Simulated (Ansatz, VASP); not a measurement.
**Na3TiPd2 in VASP and in Ansatz**

File INCAR:

```
  PREC = Accurate
  ENCUT = 520
  EDIFF = 1E-6
  ISMEAR = 0
  SIGMA = 0.1
  LREAL = F
  LASPH = T
  NELM = 150
  ALGO = Fast
  ISIF = 2
  LWAVE = F
  LCHARG = F
  ISPIN = 2
  MAGMOM = 0 0 0 1 1 1
  LORBIT = 11
  LMAXMIX = 4
  GGA = PE
  NBANDS = 40
```

KPOINTS

```
regular mesh
0
Gamma
  6 6 2
```

Contents of POSCAR:

```
Na3TiPd2
1.0
    4.3913444045      0.0000000000      0.0000000000
   -2.1956722023      3.8030158111      0.0000000000
    0.0000000000      0.0000000000      8.7878573560
Na Ti Pd
3 1 2
Direct
    0.0000000000      0.0000000000      0.5000000000
    0.6666666667      0.3333333333      0.2603297821
    0.3333333333      0.6666666667      0.7396702179
    0.0000000000      0.0000000000      0.0000000000
    0.6666666667      0.3333333333      0.9214722584
    0.3333333333      0.6666666667      0.0785277416
```

Input for Ansatz:

```yaml
crystal:
  lattice:
    - [4.3913444045, 0.0, 0.0]
    - [-2.1956722023, 3.8030158111, 0.0]
    - [0.0, 0.0, 8.787857356]
  atoms:
    - { symbol: Na, position: [0.0, 0.0, 0.5] }
    - { symbol: Na, position: [0.6666666667, 0.3333333333, 0.2603297821] }
    - { symbol: Na, position: [0.3333333333, 0.6666666667, 0.7396702179] }
    - { symbol: Ti, position: [0.0, 0.0, 0.0], spin: 1.0 }
    - { symbol: Pd, position: [0.6666666667, 0.3333333333, 0.9214722584], spin: 1.0 }
    - { symbol: Pd, position: [0.3333333333, 0.6666666667, 0.0785277416], spin: 1.0 }
basis:
  ecutwfc: 420
kpoints:
  mp_grid: { grid: [6, 6, 2] }
hamiltonian:
  xc: pbe
scf:
  occupations: { method: gaussian, width: 0.1 }
  lower_state_search: "off"
output:
  forces: true
  stress: true
  eigenvalues: true
  populations: true
magnetization:
  spin_polarized: true
```

Change from the starting cell: species swapped into the Li3NdSb2 type (P-3m1, No. 164).

Alike in both runs: task single point; functional PBE; k mesh 6 × 6 × 2; occupations gaussian, width 0.1 eV; collinear spin.

|  | VASP | Ansatz |
| --- | --- | --- |
| version | VASP 6.6.1 | Ansatz 0.2.0 |
| potentials or method | VASP PAW PBE potentials, release 64 (Na_pv, Ti_sv, Pd), cutoff 520 eV | scalar-relativistic, plane waves, PAW |
| valence electrons in the cell | 53 | 75 |

VASP gave:

- gap on the k mesh at the Fermi level (eV): none
- pressure (GPa): 0.0
- traceless stress, the component that is largest in VASP (GPa): 0.21
- rms of the force components (eV/Å): 0.003
- net moment per atom (μB): 0.00

Question: What did Ansatz give for the same quantities?

Answer: gap on the k mesh at the Fermi level (eV): none; pressure (GPa): 0.0; traceless stress, the component that is largest in VASP (GPa): 0.20; rms of the force components (eV/Å): 0.004; net moment per atom (μB): 0.00.

Atom by atom the forces differ by 0.001 eV/Å (rms over components). A gap of «none» marks a metal or a gap that the smearing closes. The functional is the same, so the differences come from potentials, cutoffs and numerics. VASP's potentials hold 53 valence electrons a cell and Ansatz's 75, so a difference there can come from the potentials and not from the codes. Ansatz's warnings: seeded moment not kept.
